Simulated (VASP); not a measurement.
# NiGe (Pnma) in VASP: single point with PBE

Aim: the single point of NiGe with PBE.

Program: VASP 6.6.1. These are calculated values, not measurements. Logs are shortened: lines on timing, memory, paths and dates and some standing lists are left out, and cuts for length are marked.

## (1) The cell of the first run

The structure is orthorhombic, space group Pnma (No. 62). The conventional cell has a = 5.304 Å, b = 3.349 Å, c = 5.790 Å, α = 90.00°, β = 90.00°, γ = 90.00°. Within 2.8 Å of Ni (site symmetry m) lie 6 Ge at 2.13 to 2.52 Å and 4 Ni at 2.63 to 2.79 Å. Within 2.9 Å of Ge (site symmetry m) lie 6 Ni at 2.13 to 2.52 Å and 2 Ge at 2.84 Å.

## (2) Single point, PBE (strained)

INCAR

```
PREC = Accurate
ENCUT = 520
EDIFF = 1E-6
ISMEAR = 0
SIGMA = 0.1
LREAL = False
LASPH = True
NELM = 100
ALGO = Normal
ISIF = 2
LWAVE = False
LCHARG = False
GGA = PE
NBANDS = 58
```

KPOINTS

```
regular mesh
0
Gamma
  8 10 6
```

POSCAR

```
NiGe
1.0
    5.3044821800      0.0000000000      0.0000000000
    0.0000000000      3.3494645200      0.0000000000
    0.0000000000      0.0000000000      5.7903128400
Ni Ge
4 4
Direct
    0.9977179525      0.7500000000      0.1750697479
    0.0022820475      0.2500000000      0.8249302521
    0.5022820475      0.2500000000      0.6750697479
    0.4977179525      0.7500000000      0.3249302521
    0.7971123934      0.7500000000      0.5698477356
    0.2028876066      0.2500000000      0.4301522644
    0.7028876066      0.2500000000      0.0698477356
    0.2971123934      0.7500000000      0.9301522644
```

Potentials or basis: VASP PAW PBE potentials, release 64 (Ni, Ge_d).

On the command line:

```bash
> cat potpaw_PBE.64/Ni/POTCAR potpaw_PBE.64/Ge_d/POTCAR > POTCAR
> mpirun -np 1 vasp_std > vasp.out
```

OUTCAR:

```text
PREC = Accurate
   ENCUT = 520
   EDIFF = 1E-6
   ISMEAR = 0
   LREAL = False
   LASPH = True
   NELM = 100
   ISIF = 2
   GGA = PE

 ion  position               nearest neighbor table
   1  0.998  0.750  0.175-   8 2.13   7 2.37   7 2.37   6 2.48   6 2.48   5 2.52   2 2.63   2 2.63
                             4 2.79   4 2.79
   2  0.002  0.250  0.825-   7 2.13   8 2.37   8 2.37   5 2.48   5 2.48   6 2.52   1 2.63   1 2.63
                             3 2.79   3 2.79
   3  0.502  0.250  0.675-   6 2.13   5 2.37   5 2.37   8 2.48   8 2.48   7 2.52   4 2.63   4 2.63
                             2 2.79   2 2.79
   4  0.498  0.750  0.325-   5 2.13   6 2.37   6 2.37   7 2.48   7 2.48   8 2.52   3 2.63   3 2.63
                             1 2.79   1 2.79
   5  0.797  0.750  0.570-   4 2.13   3 2.37   3 2.37   2 2.48   2 2.48   1 2.52   6 2.84   6 2.84

   6  0.203  0.250  0.430-   3 2.13   4 2.37   4 2.37   1 2.48   1 2.48   2 2.52   5 2.84   5 2.84

   7  0.703  0.250  0.070-   2 2.13   1 2.37   1 2.37   4 2.48   4 2.48   3 2.52   8 2.84   8 2.84

   8  0.297  0.750  0.930-   1 2.13   2 2.37   2 2.37   3 2.48   3 2.48   4 2.52   7 2.84   7 2.84

  LATTYP: Found a simple orthorhombic cell.
 ALAT       =     3.3494645200
 B/A-ratio  =     1.5836806595
 C/A-ratio  =     1.7287279222

  Lattice vectors:

 A1 = (   0.0000000000,  -3.3494645200,   0.0000000000)
 A2 = (   5.3044821800,   0.0000000000,   0.0000000000)
 A3 = (   0.0000000000,   0.0000000000,   5.7903128400)

Analysis of symmetry for initial positions (statically):
=====================================================================
 Subroutine PRICEL returns:
 Original cell was already a primitive cell.

 Routine SETGRP: Setting up the symmetry group for a
 simple orthorhombic supercell.

 Subroutine GETGRP returns: Found  8 space group operations
 (whereof  2 operations were pure point group operations)
 out of a pool of  8 trial point group operations.

The static configuration has the point symmetry S_2 .
 The point group associated with its full space group is D_2h.

Analysis of symmetry for dynamics (positions and initial velocities):
=====================================================================
 Subroutine PRICEL returns:
 Original cell was already a primitive cell.

 Routine SETGRP: Setting up the symmetry group for a
 simple orthorhombic supercell.

 Subroutine GETGRP returns: Found  8 space group operations
 (whereof  2 operations were pure point group operations)
 out of a pool of  8 trial point group operations.

The dynamic configuration has the point symmetry S_2 .
 The point group associated with its full space group is D_2h.

 Subroutine INISYM returns: Found  8 space group operations
 (whereof  2 operations are pure point group operations),
 and found     1 'primitive' translations

----------------------------------------------------------------------------------------

                                     Primitive cell

  volume of cell :     102.8775

  direct lattice vectors                    reciprocal lattice vectors
     5.304482180  0.000000000  0.000000000     0.188519815  0.000000000  0.000000000
     0.000000000  3.349464520  0.000000000     0.000000000  0.298555185  0.000000000
     0.000000000  0.000000000  5.790312840     0.000000000  0.000000000  0.172702240

  length of vectors
     5.304482180  3.349464520  5.790312840     0.188519815  0.298555185  0.172702240

  position of ions in fractional coordinates (direct lattice)
     0.997717952  0.750000000  0.175069748
     0.002282048  0.250000000  0.824930252
     0.502282048  0.250000000  0.675069748
     0.497717952  0.750000000  0.324930252
     0.797112393  0.750000000  0.569847736
     0.202887607  0.250000000  0.430152264
     0.702887607  0.250000000  0.069847736
     0.297112393  0.750000000  0.930152264

  ion indices of the primitive-cell ions
   primitive index   ion index
                 1           1
                 2           2
                 3           3
                 4           4
                 5           5
                 6           6
                 7           7
                 8           8

----------------------------------------------------------------------------------------

 KPOINTS: regular mesh

Automatic generation of k-mesh.
 Grid dimensions read from file:
 generate k-points for:    8   10    6

 Generating k-lattice:

  Cartesian coordinates                     Fractional coordinates (reciprocal lattice)
     0.023564977  0.000000000  0.000000000     0.125000000  0.000000000  0.000000000
     0.000000000  0.029855519  0.000000000     0.000000000  0.100000000  0.000000000
     0.000000000  0.000000000  0.028783707     0.000000000  0.000000000  0.166666667

  Length of vectors
     0.023564977  0.029855519  0.028783707

  Shift w.r.t. Gamma in fractional coordinates (k-lattice)
     0.000000000  0.000000000  0.000000000

 Subroutine IBZKPT returns following result:
 ===========================================

 Found    120 irreducible k-points:

 Following reciprocal coordinates:
            Coordinates               Weight
  0.000000  0.000000  0.000000      1.000000
  0.125000  0.000000  0.000000      2.000000
  0.250000  0.000000  0.000000      2.000000
  0.375000  0.000000  0.000000      2.000000
  0.500000  0.000000  0.000000      1.000000
  0.000000  0.100000  0.000000      2.000000
[... 16 lines left out ...]
  0.250000  0.400000  0.000000      4.000000
  0.375000  0.400000  0.000000      4.000000
 [... further k-points ...]
   k-points           NKPTS =    120   k-points in BZ     NKDIM =    120   number of bands    NBANDS=     58
   number of dos      NEDOS =    301   number of ions     NIONS =      8
   total plane-waves  NPLWV =  53760
   dimension x,y,z NGX =    40 NGY =   28 NGZ =   48
   dimension x,y,z NGXF=    80 NGYF=   56 NGZF=   96
   ions per type =               4   4
   NGX,Y,Z   is equivalent  to a cutoff of  12.54, 13.90, 13.78 a.u.
   NGXF,Y,Z  is equivalent  to a cutoff of  25.07, 27.79, 27.56 a.u.
 SYSTEM =  unknown system
   PREC   = accura    normal or accurate (medium, high low for compatibility)
   ISTART =      0    job   : 0-new  1-cont  2-samecut
   ICHARG =      2    charge: 1-file 2-atom 10-const
   ISPIN  =      1    spin polarized calculation?
   LNONCOLLINEAR =      F non collinear calculations
   LSORBIT =      F    spin-orbit coupling
   LASPH  =      T    aspherical Exc in radial PAW
   ENCUT  =  520.0 eV  38.22 Ry    6.18 a.u.   9.86  6.23 10.77*2*pi/ulx,y,z
   NELM   =    100;   NELMIN=  2; NELMDL= -5     # of ELM steps
   EDIFF  = 0.1E-05   stopping-criterion for ELM
   LREAL  =      F    real-space projection
   EDIFFG = 0.1E-04   stopping-criterion for IOM
   NSW    =      0    number of steps for IOM
   IBRION =     -1    ionic relax: 0-MD 1-quasi-New 2-CG
   NFREE  =      0    steps in history (QN), initial steepest desc. (CG)
   ISIF   =      2    stress and relaxation
   ISYM   =      2    0-nonsym 1-usesym 2-fastsym
   POTIM  = 0.5000    time-step for ionic-motion
   TEBEG  =    0.0;   TEEND  =   0.0 temperature during run
   PSTRESS=    0.0 pullay stress
   NELECT =      96.0000    total number of electrons
   NUPDOWN=      -1.0000    fix difference up-down
   EMIN   =  10.00;   EMAX   =-10.00  energy-range for DOS
   EFERMI =   0.00;   METHOD = LEGACY
   ISMEAR =     0;   SIGMA  =   0.10  broadening in eV -4-tet -1-fermi 0-gaus
   EFERMI_NEDOS =   21; number of points for ismear=-14 and -15
   IALGO  =     38    algorithm
   IMIX   =      4    mixing-type and parameters
     AMIX     =   0.40;   BMIX     =  1.00
     AMIX_MAG =   1.60;   BMIX_MAG =  1.00
  volume/ion in A,a.u.               =      12.86        86.78
  Fermi-wavevector in a.u.,A,eV,Ry     =   1.599773  3.023133 34.821044  2.559275
  Thomas-Fermi vector in A             =   2.697013
   LORBIT       =      0    0 simple, 1 ext, 2 COOP (PROOUT), +10 PAW based schemes
   GGA     = PE    functional components
   LHFCALC =     F    Hartree Fock is set to
   AEXX    =    0.0000 exact exchange contribution
   IVDW    =     0    specifies the selected vdW correction
   LEPSILON=     F    determine dielectric tensor
   LRPA    =     F    only Hartree local field effects (RPA)
 non-spin polarized calculation
 Gauss-broadening in eV      SIGMA  =   0.10
  energy-cutoff  :      520.00
  volume of cell :      102.88
 maximum number of plane-waves:      2800
 NGX is ok and might be reduce to    40
   NGX = 19   NGY = 13   NGZ = 21

 number of electron      96.0000000 magnetization

 Free energy of the ion-electron system (eV)
  ---------------------------------------------------
  ext. energy  EPLUGINS =         0.00000000
  ---------------------------------------------------
  free energy    TOTEN  =       -41.31731507 eV

  energy without entropy =      -41.30699416  energy(sigma->0) =      -41.31215461

 E-fermi :   9.5650     XC(G=0): -12.7537

 val. band max:        9.5485307694   @ k =   0.5000   0.2000   0.3333
 cond. band min:       9.5660142029   @ k =   0.3750   0.2000   0.5000
 fundamental gap:      0.0174834336
 Fermi energy:         9.5650415306

 k-point     1 :       0.0000    0.0000    0.0000
  band No.  band energies     occupation
      1     -15.2544      2.00000
      2     -15.2449      2.00000
      3     -15.2352      2.00000
      4     -15.2341      2.00000
      5     -15.2186      2.00000
      6     -15.2109      2.00000
[... 50 lines left out ...]
     57      16.3221      0.00000
     58      16.4607      0.00000

 k-point     2 :       0.1250    0.0000    0.0000
  band No.  band energies     occupation
      1     -15.2537      2.00000
      2     -15.2448      2.00000
      3     -15.2342      2.00000
      4     -15.2334      2.00000
      5     -15.2190      2.00000
      6     -15.2110      2.00000
[... 50 lines left out ...]
     57      16.0099      0.00000
     58      16.1924      0.00000
[... 1279 lines left out ...]
     57      14.7959      0.00000
     58      16.8432      0.00000

 k-point    24 :       0.3750    0.4000    0.0000
  band No.  band energies     occupation
      1     -15.2463      2.00000
      2     -15.2459      2.00000
      3     -15.2324      2.00000
      4     -15.2310      2.00000
      5     -15.2153      2.00000
      6     -15.2040      2.00000
[... 50 lines left out ...]
     57      16.1974      0.00000
     58      17.0453      0.00000

 [... further k-points ...]

------------------------ aborting loop because EDIFF is reached ----------------------------------------

  FORCE on cell =-STRESS in cart. coord.  units (eV):
  Direction    XX          YY          ZZ          XY          YZ          ZX
  --------------------------------------------------------------------------------------
  -------------------------------------------------------------------------------------
  Total       14.5212862      5.6359542     10.0830352      0.0000000      0.0000000      0.0000000
  in kB      226.1493072     87.7723306    157.0295765      0.0000000      0.0000000      0.0000000
  external PRESSURE =     156.9837381 kB  Pullay stress =       0.0000000 kB

 VOLUME and BASIS-vectors are now :
 -----------------------------------------------------------------------------
  energy-cutoff  :      520.00
  volume of cell :      102.88
      direct lattice vectors                 reciprocal lattice vectors
     5.304482180  0.000000000  0.000000000     0.188519815  0.000000000  0.000000000
     0.000000000  3.349464520  0.000000000     0.000000000  0.298555185  0.000000000
     0.000000000  0.000000000  5.790312840     0.000000000  0.000000000  0.172702240

 POSITION                                       TOTAL-FORCE (eV/Angst)
 -----------------------------------------------------------------------------------
      5.29238      2.51210      1.01371        -0.867281      0.000000      2.094458
      0.01211      0.83737      4.77660         0.867281      0.000000     -2.094458
      2.66435      0.83737      3.90887         0.867281      0.000000      2.094458
      2.64014      2.51210      1.88145        -0.867281      0.000000     -2.094458
      4.22827      2.51210      3.29960         2.111135      0.000000      1.439871
      1.07621      0.83737      2.49072        -2.111135     -0.000000     -1.439871
      3.72845      0.83737      0.40444        -2.111135     -0.000000      1.439871
      1.57603      2.51210      5.38587         2.111135     -0.000000     -1.439871
 -----------------------------------------------------------------------------------
    total drift:                               -0.000000     -0.000000     -0.000000

  FREE ENERGIE OF THE ION-ELECTRON SYSTEM (eV)
  ---------------------------------------------------
  free  energy   TOTEN  =       -41.3173150689 eV

  energy  without entropy=      -41.3069941570  energy(sigma->0) =      -41.31215461
```

Wall time 12 min (1 thread of Intel Xeon 6975P-C (Granite Rapids), shared host); peak memory 0.6 GiB.

What came out:

- Free energy: -41.3173 eV
- Pressure: 15.7 GPa
- Largest force: 2.555 eV/Å
- Band gap on the k mesh: zero (bands 48 and 49 overlap by 1.84 eV)

Forces in eV/Å, atoms in the order of the input:
```
Ni  -0.867  0.000  2.094
Ni   0.867  0.000 -2.094
Ni   0.867  0.000  2.094
Ni  -0.867  0.000 -2.094
Ge   2.111  0.000  1.440
Ge  -2.111  0.000 -1.440
Ge  -2.111  0.000  1.440
Ge   2.111  0.000 -1.440
```

Caveat: the cell differs from its parent crystal (strained); the stress differs along the axes, from 9 to 23 GPa; forces of over 1 eV/Å act on the atoms, so gaps and moduli don't describe the material at rest. Spin polarisation is off, so any magnetic state and its effect on volume and gap are missing.
